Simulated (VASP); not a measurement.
# Sc (Fm-3m) in VASP: further runs

Aim: see how the results for Sc move with the level of theory and the settings. Levels: PBEsol, PBE. Tasks: relaxation of cell and atoms, single point.

Everything below comes from runs of VASP 6.6.1. Logs are shortened: lines on timing, memory, paths and dates and some standing lists are left out, and cuts for length are marked.

### 1 The cell of the first run

Symmetry: Fm-3m, No. 225, cubic system. Conventional cell: a = 4.520 Å, b = 4.520 Å, c = 4.520 Å, α = 90.00°, β = 90.00°, γ = 90.00°. Sc (site symmetry m-3m) has 12 Sc at 3.20 Å within 4.2 Å.

### 2 Relaxation of cell and atoms, PBEsol, target pressure 30 GPa, at which the enthalpy is minimised

INCAR

```
SYSTEM = Sc
ALGO = Normal
EDIFF = 1E-6
EDIFFG = -0.01
ENCUT = 600
GGA = PS
IBRION = 2
ISIF = 3
ISMEAR = -1
LASPH = .TRUE.
LCHARG = .FALSE.
LREAL = .FALSE.
LWAVE = .FALSE.
NELM = 80
NSW = 60
PREC = Accurate
PSTRESS = 300.0
SIGMA = 0.05
```

KPOINTS

```
k-points
0
G
  10 10 10
  0 0 0
```

POSCAR

```
Sc
1.0
    0.0000000000      2.2600000000      2.2600000000
    2.2600000000      0.0000000000      2.2600000000
    2.2600000000      2.2600000000      0.0000000000
Sc
1
Direct
    0.0000000000      0.0000000000      0.0000000000
```

Potentials or basis: VASP PAW PBE potentials, release 64 (Sc_sv).

Started as:

```
cat potpaw_PBE.64/Sc_sv/POTCAR > POTCAR
mpirun -np 1 vasp_std > vasp.out
```

OUTCAR:

```text
SYSTEM = Sc
   EDIFF = 1E-6
   EDIFFG = -0.01
   ENCUT = 600
   GGA = PS
   IBRION = 2
   ISIF = 3
   ISMEAR = -1
   LASPH = .TRUE.
   LREAL = .FALSE.
   NELM = 80
   NSW = 60
   PREC = Accurate
   PSTRESS = 300.0

 ion  position               nearest neighbor table
   1  0.000  0.000  0.000-

  LATTYP: Found a face centered cubic cell.
 ALAT       =     4.5200000000

  Lattice vectors:

 A1 = (   0.0000000000,   2.2600000000,   2.2600000000)
 A2 = (   2.2600000000,   0.0000000000,   2.2600000000)
 A3 = (   2.2600000000,   2.2600000000,   0.0000000000)

Analysis of symmetry for initial positions (statically):
=====================================================================
 Subroutine PRICEL returns:
 Original cell was already a primitive cell.

 Routine SETGRP: Setting up the symmetry group for a
 face centered cubic supercell.

 Subroutine GETGRP returns: Found 48 space group operations
 (whereof 48 operations were pure point group operations)
 out of a pool of 48 trial point group operations.

The static configuration has the point symmetry O_h .

Analysis of symmetry for dynamics (positions and initial velocities):
=====================================================================
 Subroutine PRICEL returns:
 Original cell was already a primitive cell.

 Routine SETGRP: Setting up the symmetry group for a
 face centered cubic supercell.

 Subroutine GETGRP returns: Found 48 space group operations
 (whereof 48 operations were pure point group operations)
 out of a pool of 48 trial point group operations.

The dynamic configuration has the point symmetry O_h .

 Subroutine INISYM returns: Found 48 space group operations
 (whereof 48 operations are pure point group operations),
 and found     1 'primitive' translations

----------------------------------------------------------------------------------------

                                     Primitive cell

  volume of cell :      23.0864

  direct lattice vectors                    reciprocal lattice vectors
     0.000000000  2.260000000  2.260000000    -0.221238938  0.221238938  0.221238938
     2.260000000  0.000000000  2.260000000     0.221238938 -0.221238938  0.221238938
     2.260000000  2.260000000  0.000000000     0.221238938  0.221238938 -0.221238938

  length of vectors
     3.196122651  3.196122651  3.196122651     0.383197081  0.383197081  0.383197081

  position of ions in fractional coordinates (direct lattice)
     0.000000000  0.000000000  0.000000000

  ion indices of the primitive-cell ions
   primitive index   ion index
                 1           1

----------------------------------------------------------------------------------------

 KPOINTS: k-points

Automatic generation of k-mesh.
 Grid dimensions read from file:
 generate k-points for:   10   10   10

 Generating k-lattice:

  Cartesian coordinates                     Fractional coordinates (reciprocal lattice)
    -0.022123894  0.022123894  0.022123894     0.100000000  0.000000000  0.000000000
     0.022123894 -0.022123894  0.022123894     0.000000000  0.100000000  0.000000000
     0.022123894  0.022123894 -0.022123894     0.000000000  0.000000000  0.100000000

  Length of vectors
     0.038319708  0.038319708  0.038319708

  Shift w.r.t. Gamma in fractional coordinates (k-lattice)
     0.000000000  0.000000000  0.000000000

 Subroutine IBZKPT returns following result:
 ===========================================

 Found     47 irreducible k-points:

 Following reciprocal coordinates:
            Coordinates               Weight
  0.000000  0.000000  0.000000      1.000000
  0.100000  0.000000  0.000000      8.000000
  0.200000  0.000000  0.000000      8.000000
  0.300000  0.000000  0.000000      8.000000
  0.400000  0.000000  0.000000      8.000000
  0.500000  0.000000  0.000000      4.000000
[... 16 lines left out ...]
  0.300000  0.300000  0.000000      6.000000
  0.400000  0.300000  0.000000     24.000000
 [... further k-points ...]
   k-points           NKPTS =     47   k-points in BZ     NKDIM =     47   number of bands    NBANDS=      9
   number of dos      NEDOS =    301   number of ions     NIONS =      1
   total plane-waves  NPLWV =  21952
   dimension x,y,z NGX =    28 NGY =   28 NGZ =   28
   dimension x,y,z NGXF=    56 NGYF=   56 NGZF=   56
   ions per type =               1
   NGX,Y,Z   is equivalent  to a cutoff of  14.56, 14.56, 14.56 a.u.
   NGXF,Y,Z  is equivalent  to a cutoff of  29.13, 29.13, 29.13 a.u.
 SYSTEM =  Sc
   PREC   = accura    normal or accurate (medium, high low for compatibility)
   ISTART =      0    job   : 0-new  1-cont  2-samecut
   ICHARG =      2    charge: 1-file 2-atom 10-const
   ISPIN  =      1    spin polarized calculation?
   LNONCOLLINEAR =      F non collinear calculations
   LSORBIT =      F    spin-orbit coupling
   LASPH  =      T    aspherical Exc in radial PAW
   ENCUT  =  600.0 eV  44.10 Ry    6.64 a.u.   6.38  6.38  6.38*2*pi/ulx,y,z
   NELM   =     80;   NELMIN=  2; NELMDL= -5     # of ELM steps
   EDIFF  = 0.1E-05   stopping-criterion for ELM
   LREAL  =      F    real-space projection
   EDIFFG = -.1E-01   stopping-criterion for IOM
   NSW    =     60    number of steps for IOM
   IBRION =      2    ionic relax: 0-MD 1-quasi-New 2-CG
   NFREE  =      1    steps in history (QN), initial steepest desc. (CG)
   ISIF   =      3    stress and relaxation
   ISYM   =      2    0-nonsym 1-usesym 2-fastsym
   POTIM  = 0.5000    time-step for ionic-motion
   TEBEG  =    0.0;   TEEND  =   0.0 temperature during run
   PSTRESS=  300.0 pullay stress
   NELECT =      11.0000    total number of electrons
   NUPDOWN=      -1.0000    fix difference up-down
   EMIN   =  10.00;   EMAX   =-10.00  energy-range for DOS
   EFERMI =   0.00;   METHOD = LEGACY
   ISMEAR =    -1;   SIGMA  =   0.05  broadening in eV -4-tet -1-fermi 0-gaus
   EFERMI_NEDOS =   21; number of points for ismear=-14 and -15
   IALGO  =     38    algorithm
   IMIX   =      4    mixing-type and parameters
     AMIX     =   0.40;   BMIX     =  1.00
     AMIX_MAG =   1.60;   BMIX_MAG =  1.00
  volume/ion in A,a.u.               =      23.09       155.79
  Fermi-wavevector in a.u.,A,eV,Ry     =   1.278657  2.416311 22.245021  1.634963
  Thomas-Fermi vector in A             =   2.411187
   LORBIT       =      0    0 simple, 1 ext, 2 COOP (PROOUT), +10 PAW based schemes
   GGA     = PS    functional components
   LHFCALC =     F    Hartree Fock is set to
   AEXX    =    0.0000 exact exchange contribution
   IVDW    =     0    specifies the selected vdW correction
   LEPSILON=     F    determine dielectric tensor
   LRPA    =     F    only Hartree local field effects (RPA)
 conjugate gradient relaxation of ions
 non-spin polarized calculation
  energy-cutoff  :      600.00
  volume of cell :       23.09
 maximum number of plane-waves:       785
 NGX is ok and might be reduce to    28
   NGX = 13   NGY = 13   NGZ = 13

--------------------------------------- Ionic step        1  -------------------------------------------

 number of electron      11.0000001 magnetization

 Free energy of the ion-electron system (eV)
  ---------------------------------------------------
  ext. energy  EPLUGINS =         0.00000000
  ---------------------------------------------------
  free energy    TOTEN  =        -6.56353318 eV

  energy without entropy =       -6.54748247  energy(sigma->0) =       -6.55550782

------------------------ aborting loop because EDIFF is reached ----------------------------------------

  FORCE on cell =-STRESS in cart. coord.  units (eV):
  Direction    XX          YY          ZZ          XY          YZ          ZX
  --------------------------------------------------------------------------------------
  -------------------------------------------------------------------------------------
  Total        0.1898158      0.1898158      0.1898158     -0.0000000      0.0000000     -0.0000000
  in kB       13.1730904     13.1730904     13.1730904     -0.0000000      0.0000000     -0.0000000
  external PRESSURE =    -286.8269096 kB  Pullay stress =     300.0000000 kB
[... 207 lines left out ...]
  enthalpy is  TOTEN    =        -2.8993202280 eV   P V=        3.1772875475

--------------------------------------- Ionic step        7  -------------------------------------------

 number of electron      10.9999999 magnetization

 Free energy of the ion-electron system (eV)
  ---------------------------------------------------
  ext. energy  EPLUGINS =         0.00000000
  ---------------------------------------------------
  free energy    TOTEN  =        -6.06478693 eV

  energy without entropy =       -6.05742203  energy(sigma->0) =       -6.06110448

 E-fermi :   6.1200     XC(G=0): -11.6505

 val. band max:        6.0432250502   @ k =  -0.4000   0.4000   0.2000
 cond. band min:       6.1376684494   @ k =  -0.4000   0.2000   0.0000
 fundamental gap:      0.0944433992
 Fermi energy:         6.1200474658

 k-point     1 :       0.0000    0.0000    0.0000
  band No.  band energies     occupation
      1     -42.2491      2.00000
      2     -20.2890      2.00000
      3     -20.2890      2.00000
      4     -20.2890      2.00000
      5       0.5236      2.00000
      6       8.1667      0.00000
      7       8.1667      0.00000
      8       8.1667      0.00000
      9      10.4079      0.00000
[... 265 lines left out ...]
 k-point    24 :       0.4000    0.3000    0.0000
  band No.  band energies     occupation
      1     -41.9508      2.00000
      2     -21.3022      2.00000
      3     -20.6833      2.00000
      4     -20.6381      2.00000
      5       3.9417      2.00000
      6       5.4069      2.00000
      7       8.1498      0.00000
      8      10.4706      0.00000
      9      11.4268      0.00000

 [... further k-points ...]
[... 5 lines left out ...]
  --------------------------------------------------------------------------------------
  -------------------------------------------------------------------------------------
  Total        3.1645858      3.1645858      3.1645858     -0.0000000     -0.0000000      0.0000000
  in kB      299.9260921    299.9260921    299.9260921     -0.0000000     -0.0000000      0.0000000
  external PRESSURE =      -0.0739079 kB  Pullay stress =     300.0000000 kB
[... 16 lines left out ...]
  FREE ENERGIE OF THE ION-ELECTRON SYSTEM (eV)
  ---------------------------------------------------
  free  energy   TOTEN  =        -6.0647869338 eV

  energy  without entropy=       -6.0574220292  energy(sigma->0) =       -6.06110448

  enthalpy is  TOTEN    =        -2.8994212752 eV   P V=        3.1653656586

 reached required accuracy - stopping structural energy minimisation
```

It took 56 s on 1 thread of AMD EPYC 7R13 (Zen 3), shared host; peak memory 0.14 GiB.

What came out:

```
Free energy                                            : -6.0648 eV
Relaxed volume                                         : 16.90 Å³/atom
Relaxed cell                                           : a = 2.881 Å, b = 2.881 Å, c = 2.881 Å, α = 60.00°, β = 60.00°, γ = 60.00°
Space group after relaxing (to 0.05 Å)                 : Fm-3m (No. 225)
Energy change on relaxing (the enthalpy is what falls) : +498.7 meV/atom
Ionic steps                                            : 7
Pressure after relaxing                                : 30.0 GPa
```

The path:
```
step  energy change (eV)  largest force (eV/Å)  pressure (GPa)  volume (Å³)
   1              0.0000                0.0000            1.32        23.09
   2              2.3883                0.0000          102.90        11.85
   3              0.4251                0.0000           26.70        17.32
   4              0.4922                0.0000           29.73        16.94
   5              0.5129                0.0000           30.60        16.83
   6              0.4869                0.0000           29.51        16.97
   7              0.4987                0.0000           29.99        16.90
```

Final structure:
```
CELL_PARAMETERS angstrom
0.00000 2.03702 2.03702
2.03702 0.00000 2.03702
2.03702 2.03702 0.00000
ATOMIC_POSITIONS crystal
Sc 0.00000 0.00000 0.00000
```

Levels at points of the mesh, in eV from the Fermi level:
```tsv
k point	band 2	band 3	band 4	band 5	band 6	band 7	band 8	band 9
(0.00, 0.00, 0.00)	-26.41	-26.41	-26.41	-5.60	2.05	2.05	2.05	4.29
(0.50, 0.00, 0.00)	-27.75	-26.57	-26.57	-2.23	1.53	1.83	1.83	5.78
(0.50, 0.50, 0.00)	-27.64	-26.86	-26.86	-2.51	-1.37	3.94	5.77	6.18
```

Caveat: the cell is relaxed towards a set pressure, so the enthalpy falls and the energy may rise; the volume moved by over 15 % at a fixed basis, so the end points are rough; the PAW data sets were made with another functional, which shifts forces and pressure a little.

### 3 Single point, PBEsol

INCAR

```
  ALGO = Normal
  EDIFF = 1E-6
  ENCUT = 520
  GGA = PS
  ISIF = 2
  ISMEAR = -1
  LASPH = True
  LCHARG = False
  LREAL = False
  LWAVE = False
  NBANDS = 12
  NELM = 80
  PREC = Accurate
  SIGMA = 0.05
```

KPOINTS

```
k-points
0
Gamma
  10 10 10
```

POSCAR is that of step 2.

Potentials or basis: VASP PAW PBE potentials, release 64 (Sc_sv).

Started as:

```
cat potpaw_PBE.64/Sc_sv/POTCAR > POTCAR
mpirun -np 1 vasp_std > vasp.out
```

Run time: 15 s. Hardware: 1 thread of AMD EPYC 7R43 (Zen 3), shared host; peak memory 0.11 GiB.

Results (log left out):

```yaml
Free_energy: -6.5630 eV
Pressure: 1.3 GPa
```

Levels at points of the mesh, in eV from the Fermi level:
```csv
k point,band 1,band 2,band 3,band 4,band 5,band 6,band 7,band 8,band 9,band 10
"(0.00, 0.00, 0.00)",-49.04,-27.50,-27.50,-27.50,-5.31,1.67,1.67,1.67,3.18,3.18
"(0.50, 0.00, 0.00)",-48.96,-28.00,-27.57,-27.57,-1.85,0.38,1.55,1.55,4.17,4.17
"(0.50, 0.50, 0.00)",-48.93,-27.97,-27.68,-27.68,-1.66,-0.72,2.16,4.16,4.43,4.43
```

Caveat: the PAW data sets were made with another functional, which shifts forces and pressure a little.

### 4 Single point, PBEsol

INCAR

```
SYSTEM = Sc
PREC = Accurate
ENCUT = 520
EDIFF = 1E-6
ISMEAR = -1
SIGMA = 0.05
LREAL = .False.
LASPH = .True.
NELM = 100
ALGO = Normal
ISIF = 2
LWAVE = .False.
LCHARG = .False.
GGA = PS
NBANDS = 12
```

KPOINTS

```
Automatic mesh
0
Gamma
  10 10 10
  0 0 0
```

POSCAR is that of step 3.

Started as:

```
cat potpaw_PBE.64/Sc_sv/POTCAR > POTCAR
mpirun -np 1 vasp_std > vasp.out
```

It took 20 s on 1 thread of AMD EPYC 7R43 (Zen 3), shared host; peak memory 0.1 GiB.

It converged, with:

| Item | Value |
| --- | --- |
| Free energy | -6.5630 eV |
| Pressure | 1.3 GPa |

Levels at points of the mesh, in eV from the Fermi level:
| k point | band 1 | band 2 | band 3 | band 4 | band 5 | band 6 | band 7 | band 8 | band 9 | band 10 |
| --- | --- | --- | --- | --- | --- | --- | --- | --- | --- | --- |
| (0.00, 0.00, 0.00) | -49.04 | -27.50 | -27.50 | -27.50 | -5.31 | 1.67 | 1.67 | 1.67 | 3.18 | 3.18 |
| (0.50, 0.00, 0.00) | -48.96 | -28.00 | -27.57 | -27.57 | -1.85 | 0.38 | 1.55 | 1.55 | 4.17 | 4.17 |
| (0.50, 0.50, 0.00) | -48.93 | -27.97 | -27.68 | -27.68 | -1.66 | -0.72 | 2.16 | 4.16 | 4.43 | 4.43 |

Caveat: the PAW data sets were made with another functional, which shifts forces and pressure a little.

(Part 1 of 2 ends here.)
